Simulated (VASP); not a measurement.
# TaAl4 (Pm-3m) in VASP: a series of runs, part 2 of 2

VASP 6.6.1. The steps go on from the part before.

### 4 Relaxation of cell and atoms, PBE

The input, INCAR:

```
  ALGO = Fast
  EDIFF = 1E-6
  EDIFFG = -0.04
  ENCUT = 600
  GGA = PE
  IBRION = 2
  ISIF = 3
  ISMEAR = 0
  LASPH = True
  LCHARG = False
  LREAL = False
  LWAVE = False
  NELM = 60
  NSW = 90
  PREC = Accurate
  SIGMA = 0.1
```

The input, KPOINTS:

```
k-points
0
Gamma
  4 4 4
```

The input, POSCAR:

```
TaAl4
1.0
    4.4937391300      0.0000000000      0.0000000000
    0.0000000000      4.4937391300      0.0000000000
    0.0000000000      0.0000000000      4.4937391300
Ta Al
1 4
Direct
    0.5000000000      0.5000000000      0.5000000000
    0.0000000000      0.5000000000      0.5000000000
    0.5000000000      0.0000000000      0.5000000000
    0.5000000000      0.5000000000      0.0000000000
    0.0000000000      0.0000000000      0.0000000000
```

Run with:

```sh
> cat potpaw_PBE.64/Ta_pv/POTCAR potpaw_PBE.64/Al/POTCAR > POTCAR
> mpirun -np 1 vasp_std > vasp.out
```

Wall time 24 s (1 thread of Intel Xeon 6975P-C (Granite Rapids), shared host); peak memory 0.21 GiB.

The run converged. Its results:

```yaml
Free_energy: -21.8404 eV
Relaxed_volume: 26.19 Å³/atom
Relaxed_cell: a = 5.078 Å, b = 5.078 Å, c = 5.078 Å, α = 90.00°, β = 90.00°, γ = 90.00°
Space_group_after_relaxing_to_0.05_Å: Pm-3m (No. 221)
Energy_gained_by_relaxing: 547.7 meV/atom
Ionic_steps: 3
Pressure_after_relaxing: -0.1 GPa
```

The path:
```csv
step,energy change (eV),largest force (eV/Å),pressure (GPa),volume (Å³)
1,0.0000,0.0000,27.72,90.75
2,-2.6223,0.0000,-1.65,138.56
3,-2.7383,0.0000,-0.12,130.96
```

Final structure:
```
CELL_PARAMETERS angstrom
5.07826 0.00000 0.00000
0.00000 5.07826 0.00000
0.00000 0.00000 5.07826
ATOMIC_POSITIONS crystal
Ta 0.50000 0.50000 0.50000
Al 0.00000 0.50000 0.50000
Al 0.50000 0.00000 0.50000
Al 0.50000 0.50000 0.00000
Al 0.00000 0.00000 0.00000
```

Levels at points of the mesh, in eV from the Fermi level:
```
           k point  band 9  band 10  band 11  band 12  band 13  band 14  band 15
(0.00, 0.00, 0.00)   -1.01    -1.01     0.55     0.55     0.55     3.45     3.45
(0.50, 0.00, 0.00)   -0.89    -0.89     0.23     0.23     0.65     1.57     1.69
(0.50, 0.50, 0.00)   -0.57    -0.46    -0.46    -0.05     1.41     1.48     1.48
(0.50, 0.50, 0.50)   -2.45    -2.45    -2.45    -0.53    -0.53     2.69     2.69
```

Caveat: the volume moved by over 15 % at a fixed basis, so the end points are rough; spin-orbit coupling is left out, which moves the levels of the heavy elements.

### 5 Single point, PBE

This run uses another cell than the first one, of 26.15 Å³/atom, 1.441 times its volume.

The input, INCAR:

```
SYSTEM = TaAl4
PREC = Accurate
ENCUT = 520
EDIFF = 1E-6
ISMEAR = 0
SIGMA = 0.1
LREAL = .FALSE.
LASPH = .TRUE.
NELM = 60
ALGO = Fast
ISIF = 2
LWAVE = .FALSE.
LCHARG = .FALSE.
GGA = PE
NBANDS = 20
```

The input, KPOINTS:

```
Automatic mesh
0
G
  8 8 8
  0 0 0
```

POSCAR: that of step 4 with these lines changed.

```diff
@@ -2,5 +2,5 @@
 1.0
-    4.4937391300      0.0000000000      0.0000000000
-    0.0000000000      4.4937391300      0.0000000000
-    0.0000000000      0.0000000000      4.4937391300
+    5.0756230654      0.0000000000      0.0000000000
+    0.0000000000      5.0756230654      0.0000000000
+    0.0000000000      0.0000000000      5.0756230654
 Ta Al
```

Potentials or basis: VASP PAW PBE potentials, release 64 (Ta_pv, Al).

Run with:

```sh
> cat potpaw_PBE.64/Ta_pv/POTCAR potpaw_PBE.64/Al/POTCAR > POTCAR
> mpirun -np 1 vasp_std > vasp.out
```

OUTCAR:

```text
SYSTEM = TaAl4
   PREC = Accurate
   ENCUT = 520
   EDIFF = 1E-6
   ISMEAR = 0
   LREAL = .FALSE.
   LASPH = .TRUE.
   NELM = 60
   ISIF = 2
   GGA = PE

 ion  position               nearest neighbor table
   1  0.500  0.500  0.500-   2 2.54   3 2.54   4 2.54   4 2.54   3 2.54   2 2.54
   2  0.000  0.500  0.500-   1 2.54   1 2.54
   3  0.500  0.000  0.500-   1 2.54   1 2.54
   4  0.500  0.500  0.000-   1 2.54   1 2.54
   5  0.000  0.000  0.000-

  LATTYP: Found a simple cubic cell.
 ALAT       =     5.0756230654

  Lattice vectors:

 A1 = (   5.0756230654,   0.0000000000,   0.0000000000)
 A2 = (   0.0000000000,   5.0756230654,   0.0000000000)
 A3 = (   0.0000000000,   0.0000000000,   5.0756230654)

Analysis of symmetry for initial positions (statically):
=====================================================================
 Subroutine PRICEL returns:
 Original cell was already a primitive cell.

 Routine SETGRP: Setting up the symmetry group for a
 simple cubic supercell.

 Subroutine GETGRP returns: Found 48 space group operations
 (whereof 48 operations were pure point group operations)
 out of a pool of 48 trial point group operations.

The static configuration has the point symmetry O_h .

Analysis of symmetry for dynamics (positions and initial velocities):
=====================================================================
 Subroutine PRICEL returns:
 Original cell was already a primitive cell.

 Routine SETGRP: Setting up the symmetry group for a
 simple cubic supercell.

 Subroutine GETGRP returns: Found 48 space group operations
 (whereof 48 operations were pure point group operations)
 out of a pool of 48 trial point group operations.

The dynamic configuration has the point symmetry O_h .

 Subroutine INISYM returns: Found 48 space group operations
 (whereof 48 operations are pure point group operations),
 and found     1 'primitive' translations

----------------------------------------------------------------------------------------

                                     Primitive cell

  volume of cell :     130.7579

  direct lattice vectors                    reciprocal lattice vectors
     5.075623065  0.000000000  0.000000000     0.197020147  0.000000000  0.000000000
     0.000000000  5.075623065  0.000000000     0.000000000  0.197020147  0.000000000
     0.000000000  0.000000000  5.075623065     0.000000000  0.000000000  0.197020147

  length of vectors
     5.075623065  5.075623065  5.075623065     0.197020147  0.197020147  0.197020147

  position of ions in fractional coordinates (direct lattice)
     0.500000000  0.500000000  0.500000000
     0.000000000  0.500000000  0.500000000
     0.500000000  0.000000000  0.500000000
     0.500000000  0.500000000  0.000000000
     0.000000000  0.000000000  0.000000000

  ion indices of the primitive-cell ions
   primitive index   ion index
                 1           1
                 2           2
                 3           3
                 4           4
                 5           5

----------------------------------------------------------------------------------------

[... 25 lines left out ...]
            Coordinates               Weight
  0.000000  0.000000  0.000000      1.000000
  0.125000  0.000000  0.000000      6.000000
  0.250000  0.000000  0.000000      6.000000
  0.375000  0.000000  0.000000      6.000000
  0.500000  0.000000  0.000000      3.000000
  0.125000  0.125000  0.000000     12.000000
[... 16 lines left out ...]
  0.375000  0.375000  0.125000     24.000000
  0.500000  0.375000  0.125000     24.000000
 [... further k-points ...]
   k-points           NKPTS =     35   k-points in BZ     NKDIM =     35   number of bands    NBANDS=     20
   number of dos      NEDOS =    301   number of ions     NIONS =      5
   total plane-waves  NPLWV =  64000
   dimension x,y,z NGX =    40 NGY =   40 NGZ =   40
   dimension x,y,z NGXF=    80 NGYF=   80 NGZF=   80
   ions per type =               1   4
   NGX,Y,Z   is equivalent  to a cutoff of  13.10, 13.10, 13.10 a.u.
   NGXF,Y,Z  is equivalent  to a cutoff of  26.20, 26.20, 26.20 a.u.
 SYSTEM =  TaAl4
   PREC   = accura    normal or accurate (medium, high low for compatibility)
   ISTART =      0    job   : 0-new  1-cont  2-samecut
   ICHARG =      2    charge: 1-file 2-atom 10-const
   ISPIN  =      1    spin polarized calculation?
   LNONCOLLINEAR =      F non collinear calculations
   LSORBIT =      F    spin-orbit coupling
   LASPH  =      T    aspherical Exc in radial PAW
   ENCUT  =  520.0 eV  38.22 Ry    6.18 a.u.   9.44  9.44  9.44*2*pi/ulx,y,z
   NELM   =     60;   NELMIN=  2; NELMDL= -5     # of ELM steps
   EDIFF  = 0.1E-05   stopping-criterion for ELM
   LREAL  =      F    real-space projection
   EDIFFG = 0.1E-04   stopping-criterion for IOM
   NSW    =      0    number of steps for IOM
   IBRION =     -1    ionic relax: 0-MD 1-quasi-New 2-CG
   NFREE  =      0    steps in history (QN), initial steepest desc. (CG)
   ISIF   =      2    stress and relaxation
   ISYM   =      2    0-nonsym 1-usesym 2-fastsym
   POTIM  = 0.5000    time-step for ionic-motion
   TEBEG  =    0.0;   TEEND  =   0.0 temperature during run
   PSTRESS=    0.0 pullay stress
   NELECT =      23.0000    total number of electrons
   NUPDOWN=      -1.0000    fix difference up-down
   EMIN   =  10.00;   EMAX   =-10.00  energy-range for DOS
   EFERMI =   0.00;   METHOD = LEGACY
   ISMEAR =     0;   SIGMA  =   0.10  broadening in eV -4-tet -1-fermi 0-gaus
   EFERMI_NEDOS =   21; number of points for ismear=-14 and -15
   IALGO  =     68    algorithm
   IMIX   =      4    mixing-type and parameters
     AMIX     =   0.40;   BMIX     =  1.00
     AMIX_MAG =   1.60;   BMIX_MAG =  1.00
  volume/ion in A,a.u.               =      26.15       176.48
  Fermi-wavevector in a.u.,A,eV,Ry     =   0.917265  1.733379 11.447599  0.841375
  Thomas-Fermi vector in A             =   2.042214
   LORBIT       =      0    0 simple, 1 ext, 2 COOP (PROOUT), +10 PAW based schemes
   GGA     = PE    functional components
   LHFCALC =     F    Hartree Fock is set to
   AEXX    =    0.0000 exact exchange contribution
   IVDW    =     0    specifies the selected vdW correction
   LEPSILON=     F    determine dielectric tensor
   LRPA    =     F    only Hartree local field effects (RPA)
 non-spin polarized calculation
 RMM-DIIS sequential band-by-band and
 Gauss-broadening in eV      SIGMA  =   0.10
  energy-cutoff  :      520.00
  volume of cell :      130.76
 maximum number of plane-waves:      3575
 NGX is ok and might be reduce to    40
   NGX = 19   NGY = 19   NGZ = 19

 number of electron      23.0000000 magnetization

 Free energy of the ion-electron system (eV)
  ---------------------------------------------------
  ext. energy  EPLUGINS =         0.00000000
  ---------------------------------------------------
  free energy    TOTEN  =       -21.90340247 eV

  energy without entropy =      -21.87133825  energy(sigma->0) =      -21.88737036

 E-fermi :   2.9908     XC(G=0):  -8.8235

 val. band max:        2.9679626503   @ k =   0.3750   0.2500   0.1250
 cond. band min:       3.0063842637   @ k =   0.3750   0.3750   0.2500
 fundamental gap:      0.0384216135
 Fermi energy:         2.9907965858

 k-point     1 :       0.0000    0.0000    0.0000
  band No.  band energies     occupation
      1     -30.2363      2.00000
      2     -30.2363      2.00000
      3     -30.2363      2.00000
      4      -4.3591      2.00000
      5      -0.3982      2.00000
      6      -0.3982      2.00000
[... 541 lines left out ...]
     19       8.1342      0.00000
     20       8.1943      0.00000

 [... further k-points ...]

------------------------ aborting loop because EDIFF is reached ----------------------------------------

  FORCE on cell =-STRESS in cart. coord.  units (eV):
  Direction    XX          YY          ZZ          XY          YZ          ZX
  --------------------------------------------------------------------------------------
  -------------------------------------------------------------------------------------
  Total       -0.0161197     -0.0161197     -0.0161197     -0.0000000      0.0000000     -0.0000000
  in kB       -0.1975149     -0.1975149     -0.1975149     -0.0000000      0.0000000     -0.0000000
  external PRESSURE =      -0.1975149 kB  Pullay stress =       0.0000000 kB

 VOLUME and BASIS-vectors are now :
 -----------------------------------------------------------------------------
  energy-cutoff  :      520.00
  volume of cell :      130.76
      direct lattice vectors                 reciprocal lattice vectors
     5.075623065  0.000000000  0.000000000     0.197020147  0.000000000  0.000000000
     0.000000000  5.075623065  0.000000000     0.000000000  0.197020147  0.000000000
     0.000000000  0.000000000  5.075623065     0.000000000  0.000000000  0.197020147

 POSITION                                       TOTAL-FORCE (eV/Angst)
 -----------------------------------------------------------------------------------
      2.53781      2.53781      2.53781         0.000000      0.000000      0.000000
      0.00000      2.53781      2.53781         0.000000      0.000000      0.000000
      2.53781      0.00000      2.53781         0.000000      0.000000      0.000000
      2.53781      2.53781      0.00000         0.000000      0.000000      0.000000
      0.00000      0.00000      0.00000         0.000000      0.000000      0.000000
 -----------------------------------------------------------------------------------
    total drift:                               -0.000000     -0.000000     -0.000000

  FREE ENERGIE OF THE ION-ELECTRON SYSTEM (eV)
  ---------------------------------------------------
  free  energy   TOTEN  =       -21.9034024655 eV

  energy  without entropy=      -21.8713382486  energy(sigma->0) =      -21.88737036
```

It took 40 s on 1 thread of Intel Xeon 6975P-C (Granite Rapids), shared host; peak memory 0.27 GiB.

Results:

```
Free energy : -21.9034 eV
Pressure    : 0.0 GPa
```

Levels at points of the mesh, in eV from the Fermi level:
| k point | band 9 | band 10 | band 11 | band 12 | band 13 | band 14 | band 15 | band 16 |
| --- | --- | --- | --- | --- | --- | --- | --- | --- |
| (0.00, 0.00, 0.00) | -1.03 | -1.03 | 0.54 | 0.54 | 0.54 | 3.45 | 3.45 | 3.55 |
| (0.50, 0.00, 0.00) | -0.90 | -0.90 | 0.22 | 0.22 | 0.64 | 1.55 | 1.69 | 2.83 |
| (0.50, 0.50, 0.00) | -0.57 | -0.47 | -0.47 | -0.05 | 1.40 | 1.47 | 1.47 | 1.78 |
| (0.50, 0.50, 0.50) | -2.47 | -2.47 | -2.47 | -0.53 | -0.53 | 2.69 | 2.69 | 2.69 |

Caveat: spin-orbit coupling is left out, which moves the levels of the heavy elements.

### 6 Relaxation of cell and atoms, PBE

The input, INCAR:

```
  ALGO = Normal
  EDIFF = 1E-7
  EDIFFG = -0.04
  ENCUT = 500
  GGA = PE
  GGA_COMPAT = False
  IBRION = 2
  ISIF = 3
  ISMEAR = 0
  LASPH = True
  LCHARG = False
  LREAL = False
  LWAVE = False
  NELM = 120
  NELMIN = 4
  NSW = 90
  PREC = Accurate
  SIGMA = 0.1
```

The input, KPOINTS:

```
k-points
0
Gamma
  4 4 4
```

POSCAR: that of step 5 with these lines changed.

```diff
@@ -2,5 +2,5 @@
 1.0
-    5.0756230654      0.0000000000      0.0000000000
-    0.0000000000      5.0756230654      0.0000000000
-    0.0000000000      0.0000000000      5.0756230654
+    4.4937391300      0.0000000000      0.0000000000
+    0.0000000000      4.4937391300      0.0000000000
+    0.0000000000      0.0000000000      4.4937391300
 Ta Al
```

Potentials or basis: VASP PAW PBE potentials, release 64 (Ta_sv_GW, Al).

Run with:

```sh
> cat potpaw_PBE.64/Ta_sv_GW/POTCAR potpaw_PBE.64/Al/POTCAR > POTCAR
> mpirun -np 1 vasp_std > vasp.out
```

Wall time 69 s (1 thread of Intel Xeon Platinum 8259CL at 2.50GHz (Skylake/Cascade Lake), shared host); peak memory 0.21 GiB.

It converged, with:

```yaml
Free_energy: -24.2733 eV
Relaxed_volume: 26.10 Å³/atom
Relaxed_cell: a = 5.072 Å, b = 5.072 Å, c = 5.072 Å, α = 90.00°, β = 90.00°, γ = 90.00°
Space_group_after_relaxing_to_0.05_Å: Pm-3m (No. 221)
Energy_gained_by_relaxing: 531.4 meV/atom
Ionic_steps: 3
Pressure_after_relaxing: -0.2 GPa
```

Step by step:
```
step  energy change (eV)  largest force (eV/Å)  pressure (GPa)  volume (Å³)
   1              0.0000                0.0000           27.31        90.75
   2             -2.6113                0.0000           -1.77       137.74
   3             -2.6572                0.0000           -0.21       130.50
```

Final structure:
```
CELL_PARAMETERS angstrom
5.07227 0.00000 0.00000
0.00000 5.07227 0.00000
0.00000 0.00000 5.07227
ATOMIC_POSITIONS crystal
Ta 0.50000 0.50000 0.50000
Al 0.00000 0.50000 0.50000
Al 0.50000 0.00000 0.50000
Al 0.50000 0.50000 0.00000
Al 0.00000 0.00000 0.00000
```

Levels at points of the mesh, in eV from the Fermi level:
| k point | band 10 | band 11 | band 12 | band 13 | band 14 | band 15 | band 16 |
| --- | --- | --- | --- | --- | --- | --- | --- |
| (0.00, 0.00, 0.00) | -1.02 | -1.02 | 0.54 | 0.54 | 0.54 | 3.57 | 3.57 |
| (0.50, 0.00, 0.00) | -0.90 | -0.90 | 0.24 | 0.24 | 0.64 | 1.70 | 2.82 |
| (0.50, 0.50, 0.00) | -0.57 | -0.47 | -0.47 | -0.05 | 1.49 | 1.49 | 1.77 |
| (0.50, 0.50, 0.50) | -2.47 | -2.47 | -2.47 | -0.53 | -0.53 | 2.69 | 2.69 |

Caveat: the volume moved by over 15 % at a fixed basis, so the end points are rough; spin-orbit coupling is left out, which moves the levels of the heavy elements.

### 7 The runs side by side

```tsv
task	potentials or basis	cell	k mesh	cutoff (eV)	second run	gap on the mesh (eV)	pressure (GPa)	relaxed volume (Å³/atom)
single point	VASP PAW PBE potentials, release 64 (Ta_pv, Al)	a = 4.494 Å, 5 atoms	4 × 4 × 4	520	-	none	27.7	-
single point	VASP PAW PBE potentials, release 64 (Ta_pv, Al)	a = 5.055 Å, 5 atoms	4 × 4 × 4	520	-	none	0.4	-
relaxation of cell and atoms	VASP PAW PBE potentials, release 64 (Ta_pv, Al)	relaxed from a = 4.494 Å, 5 atoms	4 × 4 × 4	600	-	none	-0.1	26.19
single point	VASP PAW PBE potentials, release 64 (Ta_pv, Al)	a = 5.076 Å, 5 atoms	8 × 8 × 8	520	-	none	0.0	-
relaxation of cell and atoms	VASP PAW PBE potentials, release 64 (Ta_sv_GW, Al)	relaxed from a = 4.494 Å, 5 atoms	4 × 4 × 4	500	valence_matched	none	-0.2	26.10
```

Alike in all rows: level PBE; no spin polarisation; smearing gaussian 0.1 eV.

Caveats: spin-orbit coupling is left out, which moves the levels of the heavy elements; the volume moved by over 15 % at a fixed basis, so the end points are rough (some runs).

Absolute energies hang on the potentials; compare differences alone.
